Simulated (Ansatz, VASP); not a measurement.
## One calculation of NaI, two programs

```xyz
2
Lattice="0.0121 3.2364 3.2364 3.2485 0.0000 3.2485 3.2364 3.2364 0.0121" Properties=species:S:1:pos:R:3 pbc="T T T"
Na    0.0000    0.0000    0.0000
I     3.2485    3.2364    3.2485
```

Change from the starting cell: strain +0.0075 x Voigt [0, 0, 0, 0, 1, 0], atoms carried along.

Alike in both runs: task single point; functional PBE; k mesh 6 × 6 × 6; occupations gaussian, width 0.05 eV; no spin polarisation.

|  | VASP | Ansatz |
| --- | --- | --- |
| version | VASP 6.6.1 | Ansatz 0.2.0 |
| potentials or method | VASP PAW PBE potentials, release 64 (Na_pv, I), cutoff 520 eV | scalar-relativistic, plane waves, PAW |
| valence electrons in the cell | 14 | 26 |

Ansatz gave:

- gap on the k mesh at the Fermi level (eV): 3.63
- least direct gap on the mesh (eV): 3.63
- pressure (GPa): 0.4
- traceless stress, the component that is largest in VASP (GPa): -0.05

Question: Which values does VASP return?

Answer: gap on the k mesh at the Fermi level (eV): 3.62; least direct gap on the mesh (eV): 3.62; pressure (GPa): 0.4; traceless stress, the component that is largest in VASP (GPa): -0.05.

VASP's potentials hold 14 valence electrons a cell and Ansatz's 26, so a difference there can come from the potentials and not from the codes.

Neither program's run includes spin-orbit coupling.
